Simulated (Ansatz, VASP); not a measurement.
One calculation of ZnS, two programs

```xyz
2
Lattice="0.0270 2.7182 2.7182 2.7182 0.0270 2.7182 2.7182 2.7182 0.0270" Properties=species:S:1:pos:R:3 pbc="T T T"
Zn    0.0000    0.0000    0.0000
S     4.0975    4.0975    4.0975
```

Change from the starting cell: equal xy, yz and zx shear strains of +1 %.

Alike in both runs: task single point; functional PBEsol; k mesh 9 × 9 × 9; occupations fermi-dirac, width 0.01 eV; no spin polarisation.

```csv
,VASP,Ansatz
version,VASP 6.6.1,Ansatz 0.2.0
potentials or method,"VASP PAW PBE potentials, release 64 (Zn, S), cutoff 520 eV","all-electron LAPW, scalar-relativistic"
```

Ansatz gave:

- gap on the k mesh at the Fermi level (eV): 1.94
- pressure (GPa): -2.1
- traceless stress, the component that is largest in VASP (GPa): -0.64
- rms of the force components (eV/Å): 0.047

Q: Estimate VASP's values.

A: gap on the k mesh at the Fermi level (eV): 1.94; pressure (GPa): -2.0; traceless stress, the component that is largest in VASP (GPa): -0.65; rms of the force components (eV/Å): 0.047.

VASP's potentials were made for PBE, not for PBEsol. Atom by atom the forces differ by 0.001 eV/Å (rms over components). Ansatz ran all-electron here, and VASP with PAW potentials.
